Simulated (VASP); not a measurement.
# CuO (P-1) in VASP: a series of runs

Runs on CuO. Level: PBEsol. Tasks: single point.

All numbers are computed with VASP 6.6.1; they aren't measurements. Logs are shortened: lines on timing, memory, paths and dates and some standing lists are left out, and cuts for length are marked.

**1. The cell of the first run**

The typed cell holds 4 atoms: a = 2.880 Å, b = 2.880 Å, c = 5.176 Å, α = 89.81°, β = 89.81°, γ = 89.22°.

**2. Single point, PBEsol**

Contents of INCAR:

```
PREC     = Accurate       # precision mode
ENCUT    = 520            # plane-wave cutoff, eV
EDIFF    = 1E-6           # SCF threshold, eV
ISMEAR   = -1             # smearing method
SIGMA    = 0.05           # smearing width, eV
LREAL    = False          # projectors in reciprocal space
LASPH    = True           # aspherical terms in the spheres
NELM     = 80             # most SCF steps
ALGO     = Normal         # electronic algorithm
ISIF     = 2              # what is computed and relaxed
LWAVE    = False          # write WAVECAR
LCHARG   = True           # write CHGCAR
GGA      = PS             # functional
LELF     = True           # ELF
LVHAR    = True         
NBANDS   = 25             # bands
```

Contents of KPOINTS:

```
regular mesh
0
Gamma
  8 8 6
```

Contents of POSCAR:

```
CuO
1.0
    2.8795009639      0.0000000000      0.0000000000
    0.0390727580      2.8792794796      0.0000000000
    0.0174953863      0.0172449008      5.1763391994
Cu O
2 2
Direct
    0.0000000000      0.5000000000      0.0000000000
    0.5000000000      0.0000000000      0.5000000000
    0.9984239700      0.0016717800      0.7498871000
    0.0015760300      0.9983282200      0.2501129000
```

Potentials or basis: VASP PAW PBE potentials, release 64 (Cu, O).

The run is started by

```bash
$ cat potpaw_PBE.64/Cu/POTCAR potpaw_PBE.64/O/POTCAR > POTCAR
$ mpirun -np 1 vasp_std > vasp.out
```

OUTCAR:

```text
PREC = Accurate
   ENCUT = 520
   EDIFF = 1E-6
   ISMEAR = -1
   LREAL = False
   LASPH = True
   NELM = 80
   ISIF = 2
   GGA = PS

 ion  position               nearest neighbor table
   1  0.000  0.500  0.000-   3 1.94   4 1.94   3 1.94   4 1.94
   2  0.500  0.000  0.500-   3 1.94   4 1.94   4 1.94   3 1.94
   3  0.998  0.002  0.750-   2 1.94   2 1.94   1 1.94   1 1.94
   4  0.002  0.998  0.250-   2 1.94   2 1.94   1 1.94   1 1.94

  LATTYP: Found a base centered monoclinic cell.
 ALAT       =    11.1169163425
 B/A-ratio  =     0.3638182808
 C/A-ratio  =     0.4656324948
 COS(beta)  =    -0.9295148209

  Lattice vectors:

 A1 = (   2.8620055776,  -0.0172449008,  -5.1763391994)
 A2 = (   0.0215773717,   2.8620345788,  -5.1763391994)
 A3 = (   0.0174953863,   0.0172449008,   5.1763391994)

Analysis of symmetry for initial positions (statically):
=====================================================================
 Subroutine PRICEL returns:
 Original cell was already a primitive cell.

 Routine SETGRP: Setting up the symmetry group for a
 base centered monoclinic supercell.

 Subroutine GETGRP returns: Found  2 space group operations
 (whereof  2 operations were pure point group operations)
 out of a pool of  4 trial point group operations.

The static configuration has the point symmetry S_2 .

Analysis of symmetry for dynamics (positions and initial velocities):
=====================================================================
 Subroutine PRICEL returns:
 Original cell was already a primitive cell.

 Routine SETGRP: Setting up the symmetry group for a
 base centered monoclinic supercell.

 Subroutine GETGRP returns: Found  2 space group operations
 (whereof  2 operations were pure point group operations)
 out of a pool of  4 trial point group operations.

The dynamic configuration has the point symmetry S_2 .

 Subroutine INISYM returns: Found  2 space group operations
 (whereof  2 operations are pure point group operations),
 and found     1 'primitive' translations

----------------------------------------------------------------------------------------

                                     Primitive cell

  volume of cell :      42.9164

  direct lattice vectors                    reciprocal lattice vectors
     2.879500964  0.000000000  0.000000000     0.347282398 -0.004712735 -0.001158071
     0.039072758  2.879279480  0.000000000     0.000000000  0.347309112 -0.001157055
     0.017495386  0.017244901  5.176339199     0.000000000  0.000000000  0.193186722

  length of vectors
     2.879500964  2.879544582  5.176397491     0.347316304  0.347311040  0.193186722

  position of ions in fractional coordinates (direct lattice)
     1.000000000  0.500000000  0.000000000
     0.500000000  0.000000000  0.500000000
     0.998423970  0.001671780  0.749887100
     0.001576030  0.998328220  0.250112900

  ion indices of the primitive-cell ions
   primitive index   ion index
                 1           1
                 2           2
                 3           3
                 4           4

----------------------------------------------------------------------------------------

 KPOINTS: regular mesh

Automatic generation of k-mesh.
 Grid dimensions read from file:
 generate k-points for:    8    8    6

 Generating k-lattice:

  Cartesian coordinates                     Fractional coordinates (reciprocal lattice)
     0.043410300 -0.000589092 -0.000144759     0.125000000 -0.000000000  0.000000000
     0.000000000  0.043413639 -0.000144632     0.000000000  0.125000000  0.000000000
     0.000000000  0.000000000  0.032197787     0.000000000  0.000000000  0.166666667

  Length of vectors
     0.043414538  0.043413880  0.032197787

  Shift w.r.t. Gamma in fractional coordinates (k-lattice)
     0.000000000  0.000000000  0.000000000

 Subroutine IBZKPT returns following result:
 ===========================================

 Found    196 irreducible k-points:

 Following reciprocal coordinates:
            Coordinates               Weight
  0.000000  0.000000  0.000000      1.000000
  0.125000  0.000000  0.000000      2.000000
  0.000000 -0.125000  0.000000      2.000000
  0.250000  0.000000  0.000000      2.000000
  0.000000 -0.250000  0.000000      2.000000
  0.375000  0.000000  0.000000      2.000000
[... 16 lines left out ...]
  0.375000  0.250000  0.000000      2.000000
 -0.250000 -0.375000  0.000000      2.000000
 [... further k-points ...]
   k-points           NKPTS =    196   k-points in BZ     NKDIM =    196   number of bands    NBANDS=     25
   number of dos      NEDOS =    301   number of ions     NIONS =      4
   total plane-waves  NPLWV =  23040
   dimension x,y,z NGX =    24 NGY =   24 NGZ =   40
   dimension x,y,z NGXF=    48 NGYF=   48 NGZF=   80
   ions per type =               2   2
   NGX,Y,Z   is equivalent  to a cutoff of  13.86, 13.86, 12.85 a.u.
   NGXF,Y,Z  is equivalent  to a cutoff of  27.71, 27.71, 25.69 a.u.
 SYSTEM =  unknown system
   PREC   = accura    normal or accurate (medium, high low for compatibility)
   ISTART =      0    job   : 0-new  1-cont  2-samecut
   ICHARG =      2    charge: 1-file 2-atom 10-const
   ISPIN  =      1    spin polarized calculation?
   LNONCOLLINEAR =      F non collinear calculations
   LSORBIT =      F    spin-orbit coupling
   LASPH  =      T    aspherical Exc in radial PAW
   ENCUT  =  520.0 eV  38.22 Ry    6.18 a.u.   5.35  5.35  9.62*2*pi/ulx,y,z
   NELM   =     80;   NELMIN=  2; NELMDL= -5     # of ELM steps
   EDIFF  = 0.1E-05   stopping-criterion for ELM
   LREAL  =      F    real-space projection
   EDIFFG = 0.1E-04   stopping-criterion for IOM
   NSW    =      0    number of steps for IOM
   IBRION =     -1    ionic relax: 0-MD 1-quasi-New 2-CG
   NFREE  =      0    steps in history (QN), initial steepest desc. (CG)
   ISIF   =      2    stress and relaxation
   ISYM   =      2    0-nonsym 1-usesym 2-fastsym
   POTIM  = 0.5000    time-step for ionic-motion
   TEBEG  =    0.0;   TEEND  =   0.0 temperature during run
   PSTRESS=    0.0 pullay stress
   NELECT =      34.0000    total number of electrons
   NUPDOWN=      -1.0000    fix difference up-down
   EMIN   =  10.00;   EMAX   =-10.00  energy-range for DOS
   EFERMI =   0.00;   METHOD = LEGACY
   ISMEAR =    -1;   SIGMA  =   0.05  broadening in eV -4-tet -1-fermi 0-gaus
   EFERMI_NEDOS =   21; number of points for ismear=-14 and -15
   IALGO  =     38    algorithm
   IMIX   =      4    mixing-type and parameters
     AMIX     =   0.40;   BMIX     =  1.00
     AMIX_MAG =   1.60;   BMIX_MAG =  1.00
  volume/ion in A,a.u.               =      10.73        72.40
  Fermi-wavevector in a.u.,A,eV,Ry     =   1.514816  2.862587 31.220846  2.294667
  Thomas-Fermi vector in A             =   2.624423
   LORBIT       =      0    0 simple, 1 ext, 2 COOP (PROOUT), +10 PAW based schemes
   GGA     = PS    functional components
   LHFCALC =     F    Hartree Fock is set to
   AEXX    =    0.0000 exact exchange contribution
   IVDW    =     0    specifies the selected vdW correction
   LEPSILON=     F    determine dielectric tensor
   LRPA    =     F    only Hartree local field effects (RPA)
 non-spin polarized calculation
  energy-cutoff  :      520.00
  volume of cell :       42.92
 maximum number of plane-waves:      1172
 NGX is ok and might be reduce to    24
   NGX = 11   NGY = 11   NGZ = 19

 number of electron      33.9999982 magnetization

 Free energy of the ion-electron system (eV)
  ---------------------------------------------------
  ext. energy  EPLUGINS =         0.00000000
  ---------------------------------------------------
  free energy    TOTEN  =       -21.48160182 eV

  energy without entropy =      -21.46528143  energy(sigma->0) =      -21.47344162

 E-fermi :   5.1072     XC(G=0): -11.7790

 val. band max:        5.1008159642   @ k =   0.1250   0.1250   0.3333
 cond. band min:       5.1122150006   @ k =  -0.1250   0.1250   0.3333
 fundamental gap:      0.0113990364
 Fermi energy:         5.1072242334

 k-point     1 :       0.0000    0.0000    0.0000
  band No.  band energies     occupation
      1     -14.8439      2.00000
      2     -13.5088      2.00000
      3      -3.3408      2.00000
      4      -0.4758      2.00000
      5      -0.4476      2.00000
      6       1.2100      2.00000
[... 17 lines left out ...]
     24      19.8350      0.00000
     25      20.0513      0.00000

 k-point     2 :       0.1250    0.0000    0.0000
  band No.  band energies     occupation
      1     -14.7534      2.00000
      2     -13.4789      2.00000
      3      -3.1888      2.00000
      4      -0.5678      2.00000
      5      -0.4141      2.00000
      6       0.4609      2.00000
[... 17 lines left out ...]
     24      20.0863      0.00000
     25      20.2075      0.00000

 k-point     3 :       0.0000   -0.1250    0.0000
  band No.  band energies     occupation
      1     -14.7535      2.00000
      2     -13.4788      2.00000
      3      -3.1890      2.00000
      4      -0.5617      2.00000
      5      -0.4210      2.00000
      6       0.4616      2.00000
[... 17 lines left out ...]
     24      20.0850      0.00000
     25      20.1743      0.00000

 k-point     4 :       0.2500    0.0000    0.0000
  band No.  band energies     occupation
      1     -14.5239      2.00000
      2     -13.4055      2.00000
      3      -2.7983      2.00000
      4      -0.8341      2.00000
      5      -0.7347      2.00000
      6      -0.3078      2.00000
[... 17 lines left out ...]
     24      19.8854      0.00000
     25      20.5440      0.00000
[... 477 lines left out ...]
 k-point    22 :       0.2500    0.2500    0.0000
  band No.  band energies     occupation
      1     -14.2225      2.00000
      2     -13.3176      2.00000
      3      -2.2464      2.00000
      4      -0.7967      2.00000
      5      -0.6541      2.00000
      6      -0.5005      2.00000
[... 17 lines left out ...]
     24      17.1592      0.00000
     25      20.5567      0.00000

 k-point    23 :       0.3750    0.2500    0.0000
  band No.  band energies     occupation
      1     -13.9879      2.00000
      2     -13.2530      2.00000
      3      -1.8022      2.00000
      4      -1.6182      2.00000
      5      -0.6143      2.00000
      6      -0.5450      2.00000
[... 17 lines left out ...]
     24      17.5832      0.00000
     25      19.8703      0.00000

 k-point    24 :      -0.2500   -0.3750    0.0000
  band No.  band energies     occupation
      1     -13.9882      2.00000
      2     -13.2528      2.00000
      3      -1.8032      2.00000
      4      -1.6167      2.00000
      5      -0.6149      2.00000
      6      -0.5452      2.00000
[... 17 lines left out ...]
     24      17.5827      0.00000
     25      19.8743      0.00000

 [... further k-points ...]

------------------------ aborting loop because EDIFF is reached ----------------------------------------

  FORCE on cell =-STRESS in cart. coord.  units (eV):
  Direction    XX          YY          ZZ          XY          YZ          ZX
  --------------------------------------------------------------------------------------
  -------------------------------------------------------------------------------------
  Total       -0.0756353     -0.0880354     -0.9216337     -0.0213009      0.0009273     -0.0025191
  in kB       -2.8236528     -3.2865797    -34.4068683     -0.7952141      0.0346180     -0.0940434
  external PRESSURE =     -13.5057003 kB  Pullay stress =       0.0000000 kB

 VOLUME and BASIS-vectors are now :
 -----------------------------------------------------------------------------
  energy-cutoff  :      520.00
  volume of cell :       42.92
      direct lattice vectors                 reciprocal lattice vectors
     2.879500964  0.000000000  0.000000000     0.347282398 -0.004712735 -0.001158071
     0.039072758  2.879279480  0.000000000     0.000000000  0.347309112 -0.001157055
     0.017495386  0.017244901  5.176339199     0.000000000  0.000000000  0.193186722

 POSITION                                       TOTAL-FORCE (eV/Angst)
 -----------------------------------------------------------------------------------
      0.01954      1.43964      0.00000         0.000000     -0.000000      0.000000
      1.44850      0.00862      2.58817         0.000000      0.000000      0.000000
      2.88815      0.01775      3.88167         0.005257     -0.006797      0.010726
      0.04792      2.87878      1.29467        -0.005257      0.006797     -0.010726
 -----------------------------------------------------------------------------------
    total drift:                                0.000000     -0.000000     -0.000000

  FREE ENERGIE OF THE ION-ELECTRON SYSTEM (eV)
  ---------------------------------------------------
  free  energy   TOTEN  =       -21.4816018195 eV

  energy  without entropy=      -21.4652814282  energy(sigma->0) =      -21.47344162
```

Wall time 75 s (1 thread of Intel Xeon 6975P-C (Granite Rapids), shared host); peak memory 0.29 GiB.

What came out:

```
Free energy            : -21.4816 eV
Pressure               : -1.4 GPa
Largest force          : 0.014 eV/Å
Band gap on the k mesh : zero (band 17 reaches 5.76 eV, above the bottom of band 18 at 4.62 eV)
```

Forces on the atoms (eV/Å):
```
Cu   0.000  0.000  0.000
Cu   0.000  0.000  0.000
O    0.005 -0.007  0.011
O   -0.005  0.007 -0.011
```

Stress tensor (GPa, compression positive):
```
-0.28 -0.08 -0.01
-0.08 -0.33  0.00
-0.01  0.00 -3.44
```

Caveat: the PAW data sets were made with another functional, which shifts forces and pressure a little; semilocal functionals often make such compounds metallic where correlation or magnetic order opens a gap, which also shifts bond lengths. With open d or f shells a metallic result of PBEsol can be an artefact of self-interaction; +U or a hybrid may open a gap.

**3. Single point, PBEsol**

This run uses another cell than the first one, of 10.09 Å³/atom, 0.940 times its volume.

Contents of INCAR:

```
SYSTEM = CuO
ALGO = Normal ; EDIFF = 1E-6
ENCUT = 520 ; GGA = PS
ISIF = 2 ; ISMEAR = -1
LASPH = .True. ; LCHARG = .True.
LELF = .True. ; LREAL = .False.
LVHAR = .True. ; LWAVE = .False.
NBANDS = 25 ; NELM = 100
PREC = Accurate ; SIGMA = 0.05
```

Contents of KPOINTS:

```
k-points
0
Gamma
  9 9 5
  0 0 0
```

Contents of POSCAR:

```
CuO
1.0
    2.8207191443      0.0000000000      0.0000000000
    0.0382751310      2.8205021813      0.0000000000
    0.0171382374      0.0168928653      5.0706699737
Cu O
2 2
Direct
    0.0000000000      0.5000000000      0.0000000000
    0.5000000000      0.0000000000      0.5000000000
    0.9984239700      0.0016717800      0.7498871000
    0.0015760300      0.9983282200      0.2501129000
```

Potentials or basis: VASP PAW PBE potentials, release 64 (Cu, O).

The run is started by

```bash
$ cat potpaw_PBE.64/Cu/POTCAR potpaw_PBE.64/O/POTCAR > POTCAR
$ mpirun -np 1 vasp_std > vasp.out
```

It took 76 s on 1 thread of Intel Xeon 6975P-C (Granite Rapids), shared host; peak memory 0.28 GiB.

The run converged. Its results:

- Free energy: -21.4044 eV
- Pressure: 10.7 GPa
- Largest force: 0.013 eV/Å
- Band gap on the k mesh: zero (band 17 reaches 6.65 eV, above the bottom of band 18 at 5.63 eV)

Forces in eV/Å, atoms in the order of the input:
```
Cu   0.000  0.000  0.000
Cu   0.000  0.000  0.000
O    0.000 -0.002  0.013
O    0.000  0.002 -0.013
```

Stress tensor (GPa, compression positive):
```
10.34  0.02  0.03
 0.02 10.26  0.05
 0.03  0.05 11.57
```

Levels at points of the mesh, in eV from the Fermi level:
```csv
k point,band 15,band 16,band 17,band 18,band 19,band 20
"(0.00, 0.00, 0.00)",-2.54,-2.20,0.71,0.75,1.64,6.14
```

Caveat: the PAW data sets were made with another functional, which shifts forces and pressure a little; semilocal functionals often make such compounds metallic where correlation or magnetic order opens a gap, which also shifts bond lengths. With open d or f shells a metallic result of PBEsol can be an artefact of self-interaction; +U or a hybrid may open a gap.
